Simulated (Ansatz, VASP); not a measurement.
# Two plane-wave programs on CoO

Contents of INCAR:

```
SYSTEM = CoO
ALGO = Normal ; EDIFF = 1E-6
ENCUT = 520 ; GGA = PE
ISIF = 2 ; ISMEAR = 0
ISPIN = 2 ; LASPH = .True.
LCHARG = .False. ; LMAXMIX = 4
LORBIT = 11 ; LREAL = .False.
LWAVE = .False. ; MAGMOM = 2.74 0.35
NBANDS = 18 ; NELM = 150
PREC = Accurate ; SIGMA = 0.1
```

Contents of KPOINTS:

```
k-points
0
Gamma
  16 16 16
  0 0 0
```

Contents of POSCAR:

```
CoO
1.0
    0.0000000000      2.0584183939      2.0584183939
    2.0584183939      0.0000000000      2.0584183939
    2.0584183939      2.0584183939      0.0000000000
Co O
1 1
Direct
    0.0000000000      0.0000000000      0.0000000000
    0.5000000000      0.5000000000      0.5000000000
```

Input for Ansatz:

```yaml
crystal:
  lattice:
    - [0.0, 2.0584183939, 2.0584183939]
    - [2.0584183939, 0.0, 2.0584183939]
    - [2.0584183939, 2.0584183939, 0.0]
  atoms:
    - { symbol: Co, position: [0.0, 0.0, 0.0], spin: 2.74 }
    - { symbol: O, position: [0.5, 0.5, 0.5], spin: 0.35 }
basis:
  ecutwfc: 420
kpoints:
  mp_grid: { grid: [16, 16, 16] }
hamiltonian:
  xc: pbe
scf:
  occupations: { method: gaussian, width: 0.1 }
output:
  forces: true
  stress: true
  eigenvalues: true
  populations: true
  write_density: true
  write_potential: true
  elf: true
  volumetric_format: npy
magnetization:
  spin_polarized: true
```

Alike in both runs: task single point; functional PBE; k mesh 16 × 16 × 16; occupations gaussian, width 0.1 eV; collinear spin.

|  | VASP | Ansatz |
| --- | --- | --- |
| version | VASP 6.6.1 | Ansatz 0.2.0 |
| potentials or method | VASP PAW PBE potentials, release 64 (Co, O), cutoff 520 eV | scalar-relativistic, plane waves, PAW |
| valence electrons in the cell | 15 | 23 |

VASP gave:

* gap on the k mesh at the Fermi level (eV): none
* pressure (GPa): 16.5
* net moment per atom (μB): 1.24
* size of the moment on the site where the two differ most (μB): 2.24

Task: What did Ansatz give for the same quantities?

Result: gap on the k mesh at the Fermi level (eV): none; pressure (GPa): 17.4; net moment per atom (μB): 1.26; size of the moment on the site where the two differ most (μB): 2.18.

Site moments also hang on the region over which each program counts them. A gap of «none» marks a metal or a gap that the smearing closes. VASP's potentials hold 15 valence electrons a cell and Ansatz's 23, so a difference there can come from the potentials and not from the codes.
